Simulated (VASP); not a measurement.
# AgCl (Chlorargyrite) (Fm-3m) in VASP: further runs, part 2 of 2

VASP 6.6.1. The steps go on from the part before.

## (4) Single point, PBE

This run uses another cell than the first one, of 23.04 Å³/atom, 1.044 times its volume.

Input file INCAR:

```
  ALGO = Normal
  EDIFF = 1E-7
  ENCUT = 520
  GGA = PE
  ISIF = 2
  ISMEAR = -1
  LASPH = T
  LCHARG = F
  LREAL = F
  LWAVE = F
  NBANDS = 16
  NELM = 100
  PREC = Accurate
  SIGMA = 0.02
```

Input file KPOINTS:

```
k-points
0
Gamma
  9 9 9
```

Input file POSCAR:

```
AgCl
1.0
    0.0000000000      2.8456078478      2.8456078478
    2.8456078478      0.0000000000      2.8456078478
    2.8456078478      2.8456078478      0.0000000000
Ag Cl
1 1
Direct
    0.0000000000      0.0000000000      0.0000000000
    0.5000000000      0.5000000000      0.5000000000
```

Potentials or basis: VASP PAW PBE potentials, release 64 (Ag, Cl).

On the command line:

```console
$ cat potpaw_PBE.64/Ag/POTCAR potpaw_PBE.64/Cl/POTCAR > POTCAR
$ mpirun -np 1 vasp_std > vasp.out
```

OUTCAR:

```text
EDIFF = 1E-7
   ENCUT = 520
   GGA = PE
   ISIF = 2
   ISMEAR = -1
   LASPH = T
   LREAL = F
   NELM = 100
   PREC = Accurate

 ion  position               nearest neighbor table
   1  0.000  0.000  0.000-   2 2.85   2 2.85   2 2.85   2 2.85   2 2.85   2 2.85
   2  0.500  0.500  0.500-   1 2.85   1 2.85   1 2.85   1 2.85   1 2.85   1 2.85

  LATTYP: Found a face centered cubic cell.
 ALAT       =     5.6912156956

  Lattice vectors:

 A1 = (   0.0000000000,   2.8456078478,   2.8456078478)
 A2 = (   2.8456078478,   0.0000000000,   2.8456078478)
 A3 = (   2.8456078478,   2.8456078478,   0.0000000000)

Analysis of symmetry for initial positions (statically):
=====================================================================
 Subroutine PRICEL returns:
 Original cell was already a primitive cell.

 Routine SETGRP: Setting up the symmetry group for a
 face centered cubic supercell.

 Subroutine GETGRP returns: Found 48 space group operations
 (whereof 48 operations were pure point group operations)
 out of a pool of 48 trial point group operations.

The static configuration has the point symmetry O_h .

Analysis of symmetry for dynamics (positions and initial velocities):
=====================================================================
 Subroutine PRICEL returns:
 Original cell was already a primitive cell.

 Routine SETGRP: Setting up the symmetry group for a
 face centered cubic supercell.

 Subroutine GETGRP returns: Found 48 space group operations
 (whereof 48 operations were pure point group operations)
 out of a pool of 48 trial point group operations.

The dynamic configuration has the point symmetry O_h .

 Subroutine INISYM returns: Found 48 space group operations
 (whereof 48 operations are pure point group operations),
 and found     1 'primitive' translations

----------------------------------------------------------------------------------------

                                     Primitive cell

  volume of cell :      46.0845

  direct lattice vectors                    reciprocal lattice vectors
     0.000000000  2.845607848  2.845607848    -0.175709383  0.175709383  0.175709383
     2.845607848  0.000000000  2.845607848     0.175709383 -0.175709383  0.175709383
     2.845607848  2.845607848  0.000000000     0.175709383  0.175709383 -0.175709383

  length of vectors
     4.024297212  4.024297212  4.024297212     0.304337579  0.304337579  0.304337579

  position of ions in fractional coordinates (direct lattice)
     0.000000000  0.000000000  0.000000000
     0.500000000  0.500000000  0.500000000

  ion indices of the primitive-cell ions
   primitive index   ion index
                 1           1
                 2           2

----------------------------------------------------------------------------------------

 KPOINTS: k-points

Automatic generation of k-mesh.
 Grid dimensions read from file:
 generate k-points for:    9    9    9

 Generating k-lattice:

  Cartesian coordinates                     Fractional coordinates (reciprocal lattice)
    -0.019523265  0.019523265  0.019523265     0.111111111  0.000000000  0.000000000
     0.019523265 -0.019523265  0.019523265     0.000000000  0.111111111  0.000000000
     0.019523265  0.019523265 -0.019523265     0.000000000  0.000000000  0.111111111

  Length of vectors
     0.033815287  0.033815287  0.033815287

  Shift w.r.t. Gamma in fractional coordinates (k-lattice)
     0.000000000  0.000000000  0.000000000

 Subroutine IBZKPT returns following result:
 ===========================================

 Found     35 irreducible k-points:

 Following reciprocal coordinates:
            Coordinates               Weight
  0.000000  0.000000  0.000000      1.000000
  0.111111  0.000000  0.000000      8.000000
  0.222222  0.000000  0.000000      8.000000
  0.333333  0.000000  0.000000      8.000000
  0.444444  0.000000  0.000000      8.000000
  0.111111  0.111111  0.000000      6.000000
[... 16 lines left out ...]
 -0.333333  0.333333  0.000000     12.000000
  0.444444  0.444444  0.000000      6.000000
 [... further k-points ...]
   k-points           NKPTS =     35   k-points in BZ     NKDIM =     35   number of bands    NBANDS=     16
   number of dos      NEDOS =    301   number of ions     NIONS =      2
   total plane-waves  NPLWV =  27000
   dimension x,y,z NGX =    30 NGY =   30 NGZ =   30
   dimension x,y,z NGXF=    60 NGYF=   60 NGZF=   60
   ions per type =               1   1
   NGX,Y,Z   is equivalent  to a cutoff of  12.39, 12.39, 12.39 a.u.
   NGXF,Y,Z  is equivalent  to a cutoff of  24.79, 24.79, 24.79 a.u.
 SYSTEM =  unknown system
   PREC   = accura    normal or accurate (medium, high low for compatibility)
   ISTART =      0    job   : 0-new  1-cont  2-samecut
   ICHARG =      2    charge: 1-file 2-atom 10-const
   ISPIN  =      1    spin polarized calculation?
   LNONCOLLINEAR =      F non collinear calculations
   LSORBIT =      F    spin-orbit coupling
   LASPH  =      T    aspherical Exc in radial PAW
   ENCUT  =  520.0 eV  38.22 Ry    6.18 a.u.   7.48  7.48  7.48*2*pi/ulx,y,z
   NELM   =    100;   NELMIN=  2; NELMDL= -5     # of ELM steps
   EDIFF  = 0.1E-06   stopping-criterion for ELM
   LREAL  =      F    real-space projection
   EDIFFG = 0.1E-05   stopping-criterion for IOM
   NSW    =      0    number of steps for IOM
   IBRION =     -1    ionic relax: 0-MD 1-quasi-New 2-CG
   NFREE  =      0    steps in history (QN), initial steepest desc. (CG)
   ISIF   =      2    stress and relaxation
   ISYM   =      2    0-nonsym 1-usesym 2-fastsym
   POTIM  = 0.5000    time-step for ionic-motion
   TEBEG  =    0.0;   TEEND  =   0.0 temperature during run
   PSTRESS=    0.0 pullay stress
   NELECT =      18.0000    total number of electrons
   NUPDOWN=      -1.0000    fix difference up-down
   EMIN   =  10.00;   EMAX   =-10.00  energy-range for DOS
   EFERMI =   0.00;   METHOD = LEGACY
   ISMEAR =    -1;   SIGMA  =   0.02  broadening in eV -4-tet -1-fermi 0-gaus
   EFERMI_NEDOS =   21; number of points for ismear=-14 and -15
   IALGO  =     38    algorithm
   IMIX   =      4    mixing-type and parameters
     AMIX     =   0.40;   BMIX     =  1.00
     AMIX_MAG =   1.60;   BMIX_MAG =  1.00
  volume/ion in A,a.u.               =      23.04       155.50
  Fermi-wavevector in a.u.,A,eV,Ry     =   1.196687  2.261411 19.484360  1.432060
  Thomas-Fermi vector in A             =   2.332621
   LORBIT       =      0    0 simple, 1 ext, 2 COOP (PROOUT), +10 PAW based schemes
   GGA     = PE    functional components
   LHFCALC =     F    Hartree Fock is set to
   AEXX    =    0.0000 exact exchange contribution
   IVDW    =     0    specifies the selected vdW correction
   LEPSILON=     F    determine dielectric tensor
   LRPA    =     F    only Hartree local field effects (RPA)
 non-spin polarized calculation
  energy-cutoff  :      520.00
  volume of cell :       46.08
 maximum number of plane-waves:      1261
 NGX is ok and might be reduce to    30
   NGX = 15   NGY = 15   NGZ = 15

 number of electron      17.9999996 magnetization

 Free energy of the ion-electron system (eV)
  ---------------------------------------------------
  ext. energy  EPLUGINS =         0.00000000
  ---------------------------------------------------
  free energy    TOTEN  =        -5.39082277 eV

  energy without entropy =       -5.39082277  energy(sigma->0) =       -5.39082277

 E-fermi :   3.3153     XC(G=0):  -9.5640

 val. band max:        2.8368970065   @ k =   0.4444   0.0000   0.0000
 cond. band min:       3.8161110583   @ k =   0.0000   0.0000   0.0000
 fundamental gap:      0.9792140519
 Fermi energy:         3.3152921317

 k-point     1 :       0.0000    0.0000    0.0000
  band No.  band energies     occupation
      1     -11.7770      2.00000
      2       0.7210      2.00000
      3       0.7210      2.00000
      4       0.7210      2.00000
      5       0.7582      2.00000
      6       0.7582      2.00000
[... 8 lines left out ...]
     15      15.7403      0.00000
     16      15.7403      0.00000

 k-point     2 :       0.1111    0.0000    0.0000
  band No.  band energies     occupation
      1     -11.7386      2.00000
      2       0.2158      2.00000
      3       0.2256      2.00000
      4       0.2256      2.00000
      5       0.7577      2.00000
      6       0.7577      2.00000
[... 8 lines left out ...]
     15      14.8188      0.00000
     16      15.4278      0.00000
[... 387 lines left out ...]
      5       0.9277      2.00000
      6       1.0353      2.00000
[... 8 lines left out ...]
     15      16.0094      0.00000
     16      18.7338      0.00000

 k-point    24 :       0.4444    0.4444    0.0000
  band No.  band energies     occupation
      1     -11.4168      2.00000
      2      -0.9561      2.00000
      3       0.2102      2.00000
      4       0.2102      2.00000
      5       0.4661      2.00000
      6       0.9098      2.00000
[... 8 lines left out ...]
     15      18.1810      0.00000
     16      18.1830      0.00000

 [... further k-points ...]
[... 5 lines left out ...]
  --------------------------------------------------------------------------------------
  -------------------------------------------------------------------------------------
  Total       -0.4887648     -0.4887648     -0.4887648      0.0000000      0.0000000      0.0000000
  in kB      -16.9924239    -16.9924239    -16.9924239      0.0000000      0.0000000      0.0000000
  external PRESSURE =     -16.9924239 kB  Pullay stress =       0.0000000 kB

 VOLUME and BASIS-vectors are now :
 -----------------------------------------------------------------------------
  energy-cutoff  :      520.00
  volume of cell :       46.08
      direct lattice vectors                 reciprocal lattice vectors
     0.000000000  2.845607848  2.845607848    -0.175709383  0.175709383  0.175709383
     2.845607848  0.000000000  2.845607848     0.175709383 -0.175709383  0.175709383
     2.845607848  2.845607848  0.000000000     0.175709383  0.175709383 -0.175709383

 POSITION                                       TOTAL-FORCE (eV/Angst)
 -----------------------------------------------------------------------------------
      0.00000      0.00000      0.00000         0.000000      0.000000      0.000000
      2.84561      2.84561      2.84561         0.000000      0.000000      0.000000
 -----------------------------------------------------------------------------------
    total drift:                               -0.000000      0.000000      0.000000

  FREE ENERGIE OF THE ION-ELECTRON SYSTEM (eV)
  ---------------------------------------------------
  free  energy   TOTEN  =        -5.3908227674 eV

  energy  without entropy=       -5.3908227674  energy(sigma->0) =       -5.39082277
```

OSZICAR:

```text
N       E                     dE             d eps       ncg     rms          rms(c)
DAV:   1     0.978830142837E+02    0.97883E+02   -0.84363E+03  1160   0.999E+02
DAV:   2    -0.186316753059E+01   -0.99746E+02   -0.91625E+02  1352   0.215E+02
DAV:   3    -0.556652564145E+01   -0.37034E+01   -0.36930E+01  1408   0.439E+01
DAV:   4    -0.559279405135E+01   -0.26268E-01   -0.26266E-01  1456   0.396E+00
DAV:   5    -0.559316265150E+01   -0.36860E-03   -0.36860E-03  1360   0.466E-01    0.497E+00
DAV:   6    -0.539560016430E+01    0.19756E+00   -0.26638E-01  1440   0.645E+00    0.326E+00
DAV:   7    -0.539128836996E+01    0.43118E-02   -0.96083E-02  1400   0.208E+00    0.179E+00
DAV:   8    -0.539064688867E+01    0.64148E-03   -0.53631E-03  1312   0.735E-01    0.281E-01
DAV:   9    -0.539073065419E+01   -0.83766E-04   -0.50079E-04  1408   0.301E-01    0.493E-02
DAV:  10    -0.539081697718E+01   -0.86323E-04   -0.14190E-04  1376   0.101E-01    0.370E-02
DAV:  11    -0.539082282138E+01   -0.58442E-05   -0.58795E-06  1472   0.170E-02    0.466E-03
DAV:  12    -0.539082269879E+01    0.12258E-06   -0.14957E-07  1208   0.399E-03    0.388E-03
DAV:  13    -0.539082276737E+01   -0.68577E-07   -0.21963E-07  1352   0.333E-03
   1 F= -.53908228E+01 E0= -.53908228E+01  d E =-.193684E-11
```

stdout:

```text
POSCAR found type information on POSCAR AgCl
 POSCAR found :  2 types and       2 ions
 scaLAPACK will be used
 LDA part: xc-table for (Slater+PW92), standard interpolation
 POSCAR, INCAR and KPOINTS ok, starting setup
 FFT: planning ... GRIDC
 FFT: planning ... GRID_SOFT
 FFT: planning ... GRID
 WAVECAR not read
 entering main loop
```

It took 35 s on 1 thread of Oxide Virtual Turin-like, shared host; peak memory 0.15 GiB.

Results:

```yaml
Free_energy: -5.3908 eV
Pressure: -1.7 GPa
Band_gap_on_the_k_mesh: 0.98 eV, indirect (least direct gap 2.92 eV)
```

## (5) Relaxation of cell and atoms, PBE

Input file INCAR:

```
PREC = Accurate
ENCUT = 600
EDIFF = 1E-7
ISMEAR = -1
SIGMA = 0.02
LREAL = F
LASPH = T
NELM = 100
ALGO = Normal
ISIF = 3
LWAVE = F
LCHARG = F
GGA = PE
IBRION = 2
NSW = 32
EDIFFG = -0.005
```

Input file KPOINTS:

```
Automatic mesh
0
Gamma
  9 9 9
```

Input file POSCAR:

```
AgCl
1.0
    0.0000000000      2.8053350663      2.8053350663
    2.8053350663      0.0000000000      2.8053350663
    2.8053350663      2.8053350663      0.0000000000
Ag Cl
1 1
Direct
    0.0000000000      0.0000000000      0.0000000000
    0.5000000000      0.5000000000      0.5000000000
```

On the command line:

```console
$ cat potpaw_PBE.64/Ag/POTCAR potpaw_PBE.64/Cl/POTCAR > POTCAR
$ mpirun -np 1 vasp_std > vasp.out
```

Run time: 25 s. Hardware: 1 thread of Oxide Virtual Turin-like, shared host; peak memory 0.16 GiB.

It converged, with:

```
Free energy                            : -5.4013 eV
Relaxed volume                         : 22.04 Å³/atom
Relaxed cell                           : a = 3.965 Å, b = 3.965 Å, c = 3.965 Å, α = 60.00°, β = 60.00°, γ = 60.00°
Space group after relaxing (to 0.05 Å) : Fm-3m (No. 225)
Energy gained by relaxing              : 0.0 meV/atom
Ionic steps                            : 2
Pressure after relaxing                : 0.0 GPa
Band gap on the k mesh                 : 0.96 eV, indirect (least direct gap 3.04 eV)
```

Final structure:
```
CELL_PARAMETERS angstrom
0.00000 2.80392 2.80392
2.80392 0.00000 2.80392
2.80392 2.80392 0.00000
ATOMIC_POSITIONS crystal
Ag 0.00000 0.00000 0.00000
Cl 0.50000 0.50000 0.50000
```

Levels at points of the mesh, in eV from the valence-band top:
```
           k point  band 7  band 8  band 9  band 10  band 11  band 12
(0.00, 0.00, 0.00)   -2.14   -2.14   -2.14     0.96    10.91    10.91
```

## (6) The runs side by side

| task | cell | cutoff (eV) | gap on the mesh (eV) | pressure (GPa) |
| --- | --- | --- | --- | --- |
| single point | a = 3.967 Å, angles 60.0°, 2 atoms | 520 | 0.96 | -0.1 |
| single point | a = 4.024 Å, angles 60.0°, 2 atoms | 520 | 0.98 | -1.7 |
| relaxation of cell and atoms | relaxed from a = 3.967 Å, angles 60.0°, 2 atoms | 600 | 0.96 | 0.0 |

Alike in all rows: level PBE; potentials or basis VASP PAW PBE potentials, release 64 (Ag, Cl); no spin polarisation; k mesh 9 × 9 × 9; smearing fermi-dirac 0.02 eV.

Total energies depend on the potentials used, so only differences within one code and one set of settings carry meaning.
